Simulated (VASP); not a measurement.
# In (I4/mmm) in VASP: further runs

The runs below take In through single point, with PBE.

Everything below comes from runs of VASP 6.6.1. Logs are shortened: lines on timing, memory, paths and dates and some standing lists are left out, and cuts for length are marked.

## Step 1: The cell of the first run

Symmetry: I4/mmm, No. 139, tetragonal system. The conventional cell has a = 3.251 Å, b = 3.251 Å, c = 4.947 Å, α = 90.00°, β = 90.00°, γ = 90.00°. In (site symmetry 4/mmm) has 12 In at 3.25 to 3.38 Å within 4.3 Å.

## Step 2: Single point, PBE

INCAR

```
  ALGO = Fast
  EDIFF = 1E-6
  ENCUT = 520
  GGA = PE
  ISIF = 2
  ISMEAR = 0
  LASPH = True
  LCHARG = False
  LREAL = False
  LWAVE = False
  NBANDS = 12
  NELM = 100
  PREC = Accurate
  SIGMA = 0.1
```

KPOINTS

```
k-points
0
Gamma
  18 18 18
```

POSCAR

```
In
1.0
   -1.6254700000      1.6254700000      2.4737000000
    1.6254700000     -1.6254700000      2.4737000000
    1.6254700000      1.6254700000     -2.4737000000
In
1
Direct
    0.0000000000      0.0000000000      0.0000000000
```

Potentials or basis: VASP PAW PBE potentials, release 64 (In_d).

Started as:

```
$ cat potpaw_PBE.64/In_d/POTCAR > POTCAR
$ mpirun -np 1 vasp_std > vasp.out
```

OUTCAR:

```text
EDIFF = 1E-6
   ENCUT = 520
   GGA = PE
   ISIF = 2
   ISMEAR = 0
   LASPH = True
   LREAL = False
   NELM = 100
   PREC = Accurate

 ion  position               nearest neighbor table
   1  0.000  0.000  0.000-

  LATTYP: Found a body centered tetragonal cell.
 ALAT       =     3.2509400000
 C/A-ratio  =     1.5218367611

  Lattice vectors:

 A1 = (  -1.6254700000,   1.6254700000,   2.4737000000)
 A2 = (   1.6254700000,  -1.6254700000,   2.4737000000)
 A3 = (   1.6254700000,   1.6254700000,  -2.4737000000)

Analysis of symmetry for initial positions (statically):
=====================================================================
 Subroutine PRICEL returns:
 Original cell was already a primitive cell.

 Routine SETGRP: Setting up the symmetry group for a
 body centered tetragonal supercell.

 Subroutine GETGRP returns: Found 16 space group operations
 (whereof 16 operations were pure point group operations)
 out of a pool of 16 trial point group operations.

The static configuration has the point symmetry D_4h.

Analysis of symmetry for dynamics (positions and initial velocities):
=====================================================================
 Subroutine PRICEL returns:
 Original cell was already a primitive cell.

 Routine SETGRP: Setting up the symmetry group for a
 body centered tetragonal supercell.

 Subroutine GETGRP returns: Found 16 space group operations
 (whereof 16 operations were pure point group operations)
 out of a pool of 16 trial point group operations.

The dynamic configuration has the point symmetry D_4h.

 Subroutine INISYM returns: Found 16 space group operations
 (whereof 16 operations are pure point group operations),
 and found     1 'primitive' translations

----------------------------------------------------------------------------------------

                                     Primitive cell

  volume of cell :      26.1436

  direct lattice vectors                    reciprocal lattice vectors
    -1.625470000  1.625470000  2.473700000     0.000000000  0.307603339  0.202126369
     1.625470000 -1.625470000  2.473700000     0.307603339  0.000000000  0.202126369
     1.625470000  1.625470000 -2.473700000     0.307603339  0.307603339  0.000000000

  length of vectors
     3.376906444  3.376906444  3.376906444     0.368069129  0.368069129  0.435016814

  position of ions in fractional coordinates (direct lattice)
     0.000000000  0.000000000  0.000000000

  ion indices of the primitive-cell ions
   primitive index   ion index
                 1           1

----------------------------------------------------------------------------------------

 KPOINTS: k-points

Automatic generation of k-mesh.
 Grid dimensions read from file:
 generate k-points for:   18   18   18

 Generating k-lattice:

  Cartesian coordinates                     Fractional coordinates (reciprocal lattice)
     0.000000000  0.017089074  0.011229243     0.055555556  0.000000000 -0.000000000
     0.017089074  0.000000000  0.011229243     0.000000000  0.055555556 -0.000000000
     0.017089074  0.017089074  0.000000000     0.000000000  0.000000000  0.055555556

  Length of vectors
     0.020448285  0.020448285  0.024167601

  Shift w.r.t. Gamma in fractional coordinates (k-lattice)
     0.000000000  0.000000000  0.000000000

 Subroutine IBZKPT returns following result:
 ===========================================

 Found    480 irreducible k-points:

 Following reciprocal coordinates:
            Coordinates               Weight
  0.000000  0.000000  0.000000      1.000000
  0.055556  0.000000 -0.000000      8.000000
  0.111111  0.000000 -0.000000      8.000000
  0.166667  0.000000 -0.000000      8.000000
  0.222222  0.000000 -0.000000      8.000000
  0.277778  0.000000 -0.000000      8.000000
[... 16 lines left out ...]
 -0.277778  0.055556  0.000000     16.000000
 -0.222222  0.055556  0.000000     16.000000
 [... further k-points ...]
   k-points           NKPTS =    480   k-points in BZ     NKDIM =    480   number of bands    NBANDS=     12
   number of dos      NEDOS =    301   number of ions     NIONS =      1
   total plane-waves  NPLWV =  21952
   dimension x,y,z NGX =    28 NGY =   28 NGZ =   28
   dimension x,y,z NGXF=    56 NGYF=   56 NGZF=   56
   ions per type =               1
   NGX,Y,Z   is equivalent  to a cutoff of  13.78, 13.78, 13.78 a.u.
   NGXF,Y,Z  is equivalent  to a cutoff of  27.57, 27.57, 27.57 a.u.
 SYSTEM =  unknown system
   PREC   = accura    normal or accurate (medium, high low for compatibility)
   ISTART =      0    job   : 0-new  1-cont  2-samecut
   ICHARG =      2    charge: 1-file 2-atom 10-const
   ISPIN  =      1    spin polarized calculation?
   LNONCOLLINEAR =      F non collinear calculations
   LSORBIT =      F    spin-orbit coupling
   LASPH  =      T    aspherical Exc in radial PAW
   ENCUT  =  520.0 eV  38.22 Ry    6.18 a.u.   6.28  6.28  6.28*2*pi/ulx,y,z
   NELM   =    100;   NELMIN=  2; NELMDL= -5     # of ELM steps
   EDIFF  = 0.1E-05   stopping-criterion for ELM
   LREAL  =      F    real-space projection
   EDIFFG = 0.1E-04   stopping-criterion for IOM
   NSW    =      0    number of steps for IOM
   IBRION =     -1    ionic relax: 0-MD 1-quasi-New 2-CG
   NFREE  =      0    steps in history (QN), initial steepest desc. (CG)
   ISIF   =      2    stress and relaxation
   ISYM   =      2    0-nonsym 1-usesym 2-fastsym
   POTIM  = 0.5000    time-step for ionic-motion
   TEBEG  =    0.0;   TEEND  =   0.0 temperature during run
   PSTRESS=    0.0 pullay stress
   NELECT =      13.0000    total number of electrons
   NUPDOWN=      -1.0000    fix difference up-down
   EMIN   =  10.00;   EMAX   =-10.00  energy-range for DOS
   EFERMI =   0.00;   METHOD = LEGACY
   ISMEAR =     0;   SIGMA  =   0.10  broadening in eV -4-tet -1-fermi 0-gaus
   EFERMI_NEDOS =   21; number of points for ismear=-14 and -15
   IALGO  =     68    algorithm
   IMIX   =      4    mixing-type and parameters
     AMIX     =   0.40;   BMIX     =  1.00
     AMIX_MAG =   1.60;   BMIX_MAG =  1.00
  volume/ion in A,a.u.               =      26.14       176.43
  Fermi-wavevector in a.u.,A,eV,Ry     =   1.296983  2.450943 22.887245  1.682165
  Thomas-Fermi vector in A             =   2.428405
   LORBIT       =      0    0 simple, 1 ext, 2 COOP (PROOUT), +10 PAW based schemes
   GGA     = PE    functional components
   LHFCALC =     F    Hartree Fock is set to
   AEXX    =    0.0000 exact exchange contribution
   IVDW    =     0    specifies the selected vdW correction
   LEPSILON=     F    determine dielectric tensor
   LRPA    =     F    only Hartree local field effects (RPA)
 non-spin polarized calculation
 RMM-DIIS sequential band-by-band and
 Gauss-broadening in eV      SIGMA  =   0.10
  energy-cutoff  :      520.00
  volume of cell :       26.14
 maximum number of plane-waves:       722
 NGX is ok and might be reduce to    28
   NGX = 13   NGY = 13   NGZ = 13

 number of electron      13.0000006 magnetization

 Free energy of the ion-electron system (eV)
  ---------------------------------------------------
  ext. energy  EPLUGINS =         0.00000000
  ---------------------------------------------------
  free energy    TOTEN  =        -2.55163962 eV

  energy without entropy =       -2.54901077  energy(sigma->0) =       -2.55032520

 E-fermi :   7.5309     XC(G=0): -10.2566

 val. band max:        7.5268931287   @ k =  -0.4444   0.4444   0.0556
 cond. band min:       7.5376883004   @ k =   0.5000   0.3889   0.0556
 fundamental gap:      0.0107951717
 Fermi energy:         7.5308863388

 k-point     1 :       0.0000    0.0000    0.0000
  band No.  band energies     occupation
      1      -7.1769      2.00000
      2      -7.0726      2.00000
      3      -7.0726      2.00000
      4      -6.9918      2.00000
      5      -6.8863      2.00000
      6      -2.0186      2.00000
      7      18.0787      0.00000
      8      18.0787      0.00000
      9      18.2507      0.00000
     10      19.1094      0.00000
     11      21.5141      0.00000
     12      21.6204      0.00000

 k-point     2 :       0.0556    0.0000   -0.0000
  band No.  band energies     occupation
      1      -7.1718      2.00000
      2      -7.0728      2.00000
      3      -7.0676      2.00000
      4      -6.9910      2.00000
      5      -6.8883      2.00000
      6      -1.9510      2.00000
      7      17.2022      0.00000
      8      17.9904      0.00000
      9      18.0203      0.00000
     10      18.9654      0.00000
     11      21.7613      0.00000
     12      21.8061      0.00000

 k-point     3 :       0.1111    0.0000   -0.0000
  band No.  band energies     occupation
      1      -7.1594      2.00000
      2      -7.0746      2.00000
      3      -7.0543      2.00000
      4      -6.9858      2.00000
      5      -6.8931      2.00000
      6      -1.7470      2.00000
      7      15.4003      0.00000
      8      17.5781      0.00000
      9      17.7733      0.00000
     10      18.9037      0.00000
     11      21.6388      0.00000
     12      22.3147      0.00000
[... 286 lines left out ...]
 k-point    23 :      -0.2778    0.0556    0.0000
  band No.  band energies     occupation
      1      -7.1338      2.00000
      2      -7.1012      2.00000
      3      -7.0247      2.00000
      4      -6.9144      2.00000
      5      -6.8754      2.00000
      6      -0.4344      2.00000
      7      10.3839      0.00000
      8      15.5155      0.00000
      9      16.9048      0.00000
     10      19.1770      0.00000
     11      20.6713      0.00000
     12      21.2915      0.00000

 k-point    24 :      -0.2222    0.0556    0.0000
  band No.  band energies     occupation
      1      -7.1279      2.00000
      2      -7.0933      2.00000
      3      -7.0270      2.00000
      4      -6.9461      2.00000
      5      -6.9000      2.00000
      6      -1.0188      2.00000
      7      12.2070      0.00000
      8      15.9449      0.00000
      9      17.1390      0.00000
     10      19.3533      0.00000
     11      21.2114      0.00000
     12      21.5979      0.00000

 [... further k-points ...]

------------------------ aborting loop because EDIFF is reached ----------------------------------------

  FORCE on cell =-STRESS in cart. coord.  units (eV):
  Direction    XX          YY          ZZ          XY          YZ          ZX
  --------------------------------------------------------------------------------------
  -------------------------------------------------------------------------------------
  Total        0.3147453      0.3147453      0.3294135      0.0000000      0.0000000      0.0000000
  in kB       19.2887887     19.2887887     20.1877114      0.0000000      0.0000000      0.0000000
  external PRESSURE =      19.5884296 kB  Pullay stress =       0.0000000 kB

 VOLUME and BASIS-vectors are now :
 -----------------------------------------------------------------------------
  energy-cutoff  :      520.00
  volume of cell :       26.14
      direct lattice vectors                 reciprocal lattice vectors
    -1.625470000  1.625470000  2.473700000     0.000000000  0.307603339  0.202126369
     1.625470000 -1.625470000  2.473700000     0.307603339  0.000000000  0.202126369
     1.625470000  1.625470000 -2.473700000     0.307603339  0.307603339  0.000000000

 POSITION                                       TOTAL-FORCE (eV/Angst)
 -----------------------------------------------------------------------------------
      0.00000      0.00000      0.00000         0.000000      0.000000      0.000000
 -----------------------------------------------------------------------------------
    total drift:                               -0.000000      0.000000      0.000000

  FREE ENERGIE OF THE ION-ELECTRON SYSTEM (eV)
  ---------------------------------------------------
  free  energy   TOTEN  =        -2.5516396245 eV

  energy  without entropy=       -2.5490107681  energy(sigma->0) =       -2.55032520
```

Wall time 2 min (1 thread of AMD EPYC 9R45 (Zen 5), shared host); peak memory 0.24 GiB.

What came out:

```
Free energy            : -2.5516 eV
Pressure               : 2.0 GPa
Band gap on the k mesh : zero (an odd number of electrons rules out a gap without spin polarisation)
```

Levels at points of the mesh, in eV from the Fermi level:
| k point | band 3 | band 4 | band 5 | band 6 | band 7 | band 8 | band 9 | band 10 |
| --- | --- | --- | --- | --- | --- | --- | --- | --- |
| (0.00, 0.00, 0.00) | -14.60 | -14.52 | -14.42 | -9.55 | 10.55 | 10.55 | 10.72 | 11.58 |
| (0.50, 0.00, 0.00) | -14.59 | -14.33 | -14.29 | -4.31 | -3.38 | 7.54 | 9.16 | 11.11 |
| (0.50, 0.50, 0.00) | -14.33 | -14.31 | -14.22 | -1.96 | -1.65 | 3.53 | 3.96 | 7.02 |
| (0.50, 0.50, 0.50) | -14.31 | -14.28 | -14.28 | -2.93 | -2.67 | 4.73 | 4.73 | 8.19 |

Caveat: spin-orbit coupling is left out, which moves the levels of the heavy elements.

## Step 3: Single point, PBE (26.67 Å³/atom)

This run uses another cell than the first one, of 26.67 Å³/atom.

INCAR

```
SYSTEM = In
PREC = Accurate
ENCUT = 520
EDIFF = 1E-6
ISMEAR = 0
SIGMA = 0.1
LREAL = .False.
LASPH = .True.
NELM = 100
ALGO = Fast
ISIF = 2
LWAVE = .False.
LCHARG = .False.
GGA = PE
NBANDS = 12
```

KPOINTS

```
Automatic mesh
0
Gamma
  18 18 18
  0 0 0
```

POSCAR

```
In
1.0
   -1.6779738611      1.6779738611      2.3680846090
    1.6779738611     -1.6779738611      2.3680846090
    1.6779738611      1.6779738611     -2.3680846090
In
1
Direct
    0.0000000000      0.0000000000      0.0000000000
```

Potentials or basis: VASP PAW PBE potentials, release 64 (In_d).

Started as:

```
$ cat potpaw_PBE.64/In_d/POTCAR > POTCAR
$ mpirun -np 1 vasp_std > vasp.out
```

Wall time 1.8 min (1 thread of AMD EPYC 9R45 (Zen 5), shared host); peak memory 0.24 GiB.

Results (log left out):

- Free energy: -2.5594 eV
- Pressure: 1.1 GPa
- Band gap on the k mesh: zero (an odd number of electrons rules out a gap without spin polarisation)

Levels at points of the mesh, in eV from the Fermi level:
```csv
k point,band 3,band 4,band 5,band 6,band 7,band 8,band 9,band 10
"(0.00, 0.00, 0.00)",-14.62,-14.46,-14.46,-9.42,10.39,10.40,10.40,11.47
"(0.50, 0.00, 0.00)",-14.61,-14.31,-14.31,-4.31,-3.30,8.26,8.30,10.80
"(0.50, 0.50, 0.00)",-14.32,-14.27,-14.27,-2.16,-2.14,3.99,4.01,7.28
"(0.50, 0.50, 0.50)",-14.32,-14.27,-14.27,-2.14,-2.11,3.97,3.97,7.25
```

Caveat: spin-orbit coupling is left out, which moves the levels of the heavy elements.

## Step 4: Single point, PBE (28.32 Å³/atom)

This run uses another cell than the first one, of 28.32 Å³/atom.

INCAR

```
PREC = Accurate
ENCUT = 520
EDIFF = 1E-7
ISMEAR = 0
SIGMA = 0.1
LREAL = F
LASPH = T
NELM = 60
ALGO = Fast
ISIF = 2
LWAVE = F
LCHARG = T
GGA = PE
LELF = T
LVHAR = T
NBANDS = 12
```

KPOINTS

```
regular mesh
0
Gamma
  18 18 18
```

POSCAR

```
In
1.0
   -1.7118814585      1.7118814585      2.4159375948
    1.7118814585     -1.7118814585      2.4159375948
    1.7118814585      1.7118814585     -2.4159375948
In
1
Direct
    0.0000000000      0.0000000000      0.0000000000
```

Started as:

```
$ cat potpaw_PBE.64/In_d/POTCAR > POTCAR
$ mpirun -np 1 vasp_std > vasp.out
```

Run time: 2.2 min. Hardware: 1 thread of AMD EPYC 9R45 (Zen 5), shared host; peak memory 0.25 GiB.

Results (log left out):

```yaml
Free_energy: -2.5598 eV
Pressure: -1.1 GPa
Band_gap_on_the_k_mesh: zero (an odd number of electrons rules out a gap without spin polarisation)
```

Levels at points of the mesh, in eV from the Fermi level:
| k point | band 3 | band 4 | band 5 | band 6 | band 7 | band 8 | band 9 | band 10 |
| --- | --- | --- | --- | --- | --- | --- | --- | --- |
| (0.00, 0.00, 0.00) | -14.56 | -14.42 | -14.42 | -9.01 | 9.87 | 9.87 | 9.87 | 11.35 |
| (0.50, 0.00, 0.00) | -14.55 | -14.29 | -14.29 | -4.27 | -3.04 | 7.86 | 7.90 | 10.68 |
| (0.50, 0.50, 0.00) | -14.30 | -14.26 | -14.26 | -2.25 | -1.97 | 3.88 | 3.89 | 6.98 |
| (0.50, 0.50, 0.50) | -14.30 | -14.26 | -14.26 | -2.22 | -1.95 | 3.85 | 3.85 | 6.95 |

Caveat: spin-orbit coupling is left out, which moves the levels of the heavy elements.

(Part 1 of 2 ends here.)
